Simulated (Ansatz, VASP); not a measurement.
# SnTe: VASP beside Ansatz

INCAR

```
SYSTEM = SnTe
PREC = Accurate
ENCUT = 520
EDIFF = 1E-8
ISMEAR = -1
SIGMA = 0.08
LREAL = .FALSE.
LASPH = .TRUE.
NELM = 100
ALGO = Normal
ISIF = 2
LWAVE = .FALSE.
LCHARG = .FALSE.
GGA = CA
LEFG = .TRUE.
NBANDS = 17
```

KPOINTS

```
regular mesh
0
G
  11 11 11
  0 0 0
```

The input POSCAR:

```
SnTe
1.0
    0.0000000000      3.2184078740      3.2184078740
    3.2184078740      0.0000000000      3.2184078740
    3.2184078740      3.2184078740      0.0000000000
Sn Te
1 1
Direct
    0.0000000000      0.0000000000      0.0000000000
    0.5000000000      0.5000000000      0.5000000000
```

Input for Ansatz:

```yaml
crystal:
  lattice:
    - [0.0, 3.218407874, 3.218407874]
    - [3.218407874, 0.0, 3.218407874]
    - [3.218407874, 3.218407874, 0.0]
  atoms:
    - { symbol: Sn, position: [0.0, 0.0, 0.0] }
    - { symbol: Te, position: [0.5, 0.5, 0.5] }
kpoints:
  mp_grid: { grid: [11, 11, 11] }
scf:
  occupations: { method: fermi_dirac, width: 0.08 }
hamiltonian:
  xc: lda
  pseudopotentials: { kind: all_electron, datasets: crystal }
output:
  forces: true
  stress: true
  eigenvalues: true
  efg: { contact_densities: true }
```

Change from the starting cell: volume scaled by 1.06, crystal datasets.

Alike in both runs: task electric field gradients; functional LDA; k mesh 11 × 11 × 11; occupations fermi-dirac, width 0.08 eV; no spin polarisation.

|  | VASP | Ansatz |
| --- | --- | --- |
| version | VASP 6.6.1 | Ansatz 0.2.0 |
| potentials or method | VASP PAW LDA potentials, release 64 (Sn_d, Te), cutoff 520 eV | all-electron PAW with datasets made for the crystal, scalar-relativistic |

```tsv
	VASP	Ansatz	Ansatz less VASP
pressure (GPa)	-3.9	-3.9	0.00
```

LDA's correlation is that of Perdew and Zunger in VASP and of Perdew and Wang (1992) in Ansatz. Ansatz ran all-electron here, and VASP with PAW potentials.

Spin-orbit coupling is off throughout.
